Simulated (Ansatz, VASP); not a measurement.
# One calculation of ZnSe, two programs

The input INCAR:

```
PREC     = Accurate       # precision mode
ENCUT    = 520            # plane-wave cutoff, eV
EDIFF    = 1E-7           # SCF threshold, eV
ISMEAR   = -1             # smearing method
SIGMA    = 0.08           # smearing width, eV
LREAL    = False          # projectors in reciprocal space
LASPH    = True           # aspherical terms in the spheres
NELM     = 100            # most SCF steps
ALGO     = Normal         # electronic algorithm
ISIF     = 2              # what is computed and relaxed
LWAVE    = False          # write WAVECAR
LCHARG   = False          # write CHGCAR
GGA      = CA             # functional
NBANDS   = 16             # bands
```

File KPOINTS:

```
regular mesh
0
Gamma
  11 11 11
```

Contents of POSCAR:

```
ZnSe
1.0
    0.0000000000      2.5843459403      2.5843459403
    2.5843459403      0.0000000000      2.5843459403
    2.5843459403      2.5843459403      0.0000000000
Zn Se
1 1
Direct
    0.0000000000      0.0000000000      0.0000000000
    0.2500000000      0.2500000000      0.2500000000
```

Input for Ansatz:

```yaml
crystal:
  lattice:
    - [0.0, 2.5843459403, 2.5843459403]
    - [2.5843459403, 0.0, 2.5843459403]
    - [2.5843459403, 2.5843459403, 0.0]
  atoms:
    - { symbol: Zn, position: [0.0, 0.0, 0.0] }
    - { symbol: Se, position: [0.25, 0.25, 0.25] }
kpoints:
  mp_grid: { grid: [11, 11, 11] }
scf:
  occupations: { method: fermi_dirac, width: 0.08 }
hamiltonian:
  xc: lda
  pseudopotentials: { kind: paw }
output:
  forces: true
  stress: true
  eigenvalues: true
  populations: true
  write_density: true
  write_potential: true
  elf: true
  volumetric_format: npy
```

Change from the starting cell: volume scaled by 0.8, PAW files.

Alike in both runs: task single point; functional LDA; k mesh 11 × 11 × 11; occupations fermi-dirac, width 0.08 eV; no spin polarisation.

```csv
,VASP,Ansatz
version,VASP 6.6.1,Ansatz 0.2.0
potentials or method,"VASP PAW LDA potentials, release 64 (Zn, Se)","PAW with Ansatz's default frozen-core files, scalar-relativistic"
plane-wave cutoff (eV),520,420
valence electrons in the cell,18,28
```

VASP gave:

* pressure (GPa): 27.4

Problem. Which values does Ansatz return?

Solution. Pressure (GPa): 26.5.

LDA's correlation is that of Perdew and Zunger in VASP and of Perdew and Wang (1992) in Ansatz. VASP's potentials hold 18 valence electrons a cell and Ansatz's 28, so a difference there can come from the potentials and not from the codes.
